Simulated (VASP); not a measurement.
Wanted: the native input for a VASP 6.6.1 run.

```yaml
Task: single point
Functional: PBEsol
Potentials_or_basis: VASP PAW PBE potentials, release 64 (Sn_d, Ge_d, As)
Cutoff: 520 eV
k_mesh: 4 × 4 × 4
Occupations: fermi-dirac, width 0.05 eV
Spin: no spin polarisation
Dipole_correction: no
Further_INCAR_settings: ALGO = Normal; EDIFF = 1e-06; NBANDS = 40
```

The structure of Sn2GeAs4 lies in POSCAR:

```
Sn2GeAs4
1.0
    5.7129633347      0.0000121075     -0.0070307506
    0.0000115486      5.7128310075      0.0052691797
    0.0067332803     -0.0051146819      5.5251517993
Sn Ge As
2 1 4
Direct
    0.5052595259      0.0036775386      0.5132583734
    0.0052689211      0.5036721859      0.5132589089
    0.0052693178      0.0036801512      0.0132533123
    0.2828514054      0.7260775200      0.2070649266
    0.2828628964      0.2812754439     -0.1805423219
    0.7276805566      0.7260819432     -0.1805548035
    0.7276751595      0.2812662936      0.2070681356
```

One way to write it, as run:

INCAR

```
  PREC = Accurate
  ENCUT = 520
  EDIFF = 1E-6
  ISMEAR = -1
  SIGMA = 0.05
  LREAL = F
  LASPH = T
  NELM = 100
  ALGO = Normal
  ISIF = 2
  LWAVE = F
  LCHARG = T
  GGA = PS
  LELF = T
  LVHAR = T
  NBANDS = 40
```

KPOINTS

```
Automatic mesh
0
Gamma
  4 4 4
```

Potentials or basis: VASP PAW PBE potentials, release 64 (Sn_d, Ge_d, As).

The run is started by

```bash
$ cat potpaw_PBE.64/Sn_d/POTCAR potpaw_PBE.64/Ge_d/POTCAR potpaw_PBE.64/As/POTCAR > POTCAR
$ mpirun -np 1 vasp_std > vasp.out
```

It gave:

```json
{"Pressure": "0.1 GPa", "Largest force": "0.031 eV/Å", "Band gap on the k mesh": "0.14 eV"}
```

Caveat: semilocal functionals underestimate gaps, and a narrow one can read as zero; the PAW data sets were made with another functional, which shifts forces and pressure a little; spin-orbit coupling is left out, which moves the levels of the heavy elements.

Run time: 6.1 min on 1 thread of AMD EPYC 7R13, on a shared host, peak memory 0.38 GiB.
